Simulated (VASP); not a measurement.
Input of a VASP 6.6.1 run:

Contents of INCAR:

```
SYSTEM = CrO2
PREC = Accurate ; ENCUT = 700
EDIFF = 1E-6 ; ISMEAR = -1
SIGMA = 0.05 ; LREAL = .False.
LASPH = .True. ; NELM = 200
ALGO = Normal ; ISIF = 2
LWAVE = .False. ; LCHARG = .False.
ISPIN = 2 ; MAGMOM = 3 3 0 0 0 0
LORBIT = 11 ; LMAXMIX = 4
GGA = PE ; NBANDS = 39
GGA_COMPAT = .False.
```

KPOINTS

```
regular mesh
0
Gamma
  6 6 9
  0 0 0
```

Contents of POSCAR:

```
CrO2
1.0
    4.4443623652      0.0000000000      0.0000000000
    0.0000000000      4.4443623652      0.0000000000
    0.0000000000      0.0000000000      2.9209702102
Cr O
2 4
Direct
    0.5000000000      0.5000000000      0.5000000000
    0.0000000000      0.0000000000      0.0000000000
    0.8035732574      0.1964267426      0.5000000000
    0.6964267426      0.6964267426      0.0000000000
    0.1964267426      0.8035732574      0.5000000000
    0.3035732574      0.3035732574      0.0000000000
```

Potentials or basis: VASP PAW PBE potentials, release 64 (Cr_sv, O).

Command:

```bash
$ cat potpaw_PBE.64/Cr_sv/POTCAR potpaw_PBE.64/O/POTCAR > POTCAR
$ mpirun -np 1 vasp_std > vasp.out
```

Estimate the pressure.

-0.9 GPa.

Estimate the net moment.

4.00 μB per cell.

What does it give for the band gap on the k mesh?

Zero (filled and empty bands overlap).

Forces on the atoms (eV/Å):
```
Cr   0.000  0.000  0.000
Cr   0.000  0.000  0.000
O   -0.003  0.003  0.000
O    0.003  0.003  0.000
O    0.003 -0.003  0.000
O   -0.003 -0.003  0.000
```

Caveat: semilocal functionals often make such compounds metallic where correlation or magnetic order opens a gap, which also shifts bond lengths; the run started ferromagnetic, and an antiferromagnetic order may lie lower in energy. With open d or f shells a metallic result of PBE can be an artefact of self-interaction; +U or a hybrid may open a gap.
